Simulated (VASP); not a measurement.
## AlNi: single point with PBEsol

The system is AlNi.

```xyz
2
Lattice="2.8618 0.0000 0.0000 0.0000 2.8618 0.0000 0.0000 0.0000 2.8618" Properties=species:S:1:pos:R:3 pbc="T T T"
Al   -0.0760   -0.0380    0.0000
Ni    1.4658    1.4484    1.4309
```

This cell differs from its parent crystal: atoms displaced along several vibrational modes.

```
Program             : VASP 6.6.1
Task                : single point
Functional          : PBEsol
Potentials or basis : VASP PAW PBE potentials, release 64 (Al, Ni)
Cutoff              : 520 eV
k mesh              : 16 × 16 × 16
Occupations         : gaussian, width 0.15 eV
Spin                : no spin polarisation
```

```json
{
 "Pressure": "1.1 GPa",
 "Largest force": "0.789 eV/Å",
 "Band gap on the k mesh": "zero (an odd number of electrons rules out a gap without spin polarisation)"
}
```

Forces in eV/Å, atoms in the order of the input:
```
Al   0.702  0.362  0.000
Ni  -0.702 -0.362  0.000
```

Stress tensor (GPa, compression positive):
```
0.73 0.94 0.00
0.94 1.23 0.00
0.00 0.00 1.41
```

Levels at points of the mesh, in eV from the Fermi level:
| k point | band 3 | band 4 | band 5 | band 6 | band 7 | band 8 | band 9 | band 10 | band 11 | band 12 |
| --- | --- | --- | --- | --- | --- | --- | --- | --- | --- | --- |
| (0.00, 0.00, 0.00) | -3.34 | -1.61 | -1.59 | -1.59 | 5.57 | 5.59 | 5.61 | 8.23 | 8.24 | 13.98 |
| (0.50, 0.00, 0.00) | -2.87 | -2.31 | -2.31 | -1.51 | -0.66 | 8.36 | 10.04 | 10.05 | 11.13 | 11.15 |
| (0.00, 0.50, 0.00) | -2.86 | -2.33 | -2.31 | -1.50 | -0.67 | 8.35 | 10.08 | 10.14 | 11.03 | 11.12 |
| (0.00, 0.00, 0.50) | -2.86 | -2.33 | -2.31 | -1.50 | -0.67 | 8.35 | 10.11 | 10.16 | 11.01 | 11.09 |
| (0.50, 0.50, 0.00) | -2.93 | -2.85 | -2.16 | -2.14 | -1.05 | 1.50 | 2.58 | 12.54 | 15.21 | 15.29 |
| (0.00, 0.50, 0.50) | -2.97 | -2.95 | -2.10 | -2.10 | -1.05 | 1.48 | 2.58 | 12.57 | 14.82 | 14.82 |
| (0.50, 0.00, 0.50) | -2.94 | -2.87 | -2.15 | -2.13 | -1.05 | 1.50 | 2.58 | 12.54 | 15.06 | 15.08 |
| (0.50, 0.50, 0.50) | -4.19 | -1.02 | -1.01 | 1.92 | 1.93 | 1.98 | 3.73 | 4.58 | 4.60 | 4.79 |

Run time: 3.1 min on 1 thread of Intel(R) Xeon(R) Platinum 8488C (Sapphire Rapids), with other jobs on the host, peak memory 0.48 GiB.

Caveat: the cell differs from its parent crystal (atoms displaced along several vibrational modes); the PAW data sets were made with another functional, which shifts forces and pressure a little. Spin polarisation is off, so any magnetic state and its effect on volume and gap are missing.
